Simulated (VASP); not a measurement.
Set up this calculation in VASP 6.6.1, as the native input.

```
Task                   : single point
Functional             : PBE
Potentials or basis    : VASP PAW PBE potentials, release 64 (Ga_d, As)
Cutoff                 : 520 eV
k mesh                 : 8 × 8 × 8
Occupations            : fermi-dirac, width 0.02 eV
Spin                   : no spin polarisation
Dipole correction      : no
Further INCAR settings : ALGO = Normal; EDIFF = 1e-06; NBANDS = 16
```

The structure of GaAs lies in POSCAR:

```
GaAs
1.0
    0.0000000000      2.8330831656      2.8330831656
    2.8330831656      0.0000000000      2.8330831656
    2.8330831656      2.8330831656      0.0000000000
Ga As
1 1
Direct
    0.0000000000      0.0000000000      0.0000000000
    0.2500000000      0.2500000000      0.2500000000
```

One way to write it, as run:

INCAR

```
PREC = Accurate
ENCUT = 520
EDIFF = 1E-6
ISMEAR = -1
SIGMA = 0.02
LREAL = False
LASPH = True
NELM = 100
ALGO = Normal
ISIF = 2
LWAVE = False
LCHARG = False
GGA = PE
NBANDS = 16
```

KPOINTS

```
regular mesh
0
Gamma
  8 8 8
```

Potentials or basis: VASP PAW PBE potentials, release 64 (Ga_d, As).

Run with:

```console
$ cat potpaw_PBE.64/Ga_d/POTCAR potpaw_PBE.64/As/POTCAR > POTCAR
$ mpirun -np 1 vasp_std > vasp.out
```

It gave:

The pressure is 2.9 GPa and the band gap on the k mesh is 0.47 eV, direct.

It took 13 s on 1 thread of Intel(R) Xeon(R) 6975P-C (Granite Rapids), on a shared host, peak memory 0.17 GiB.
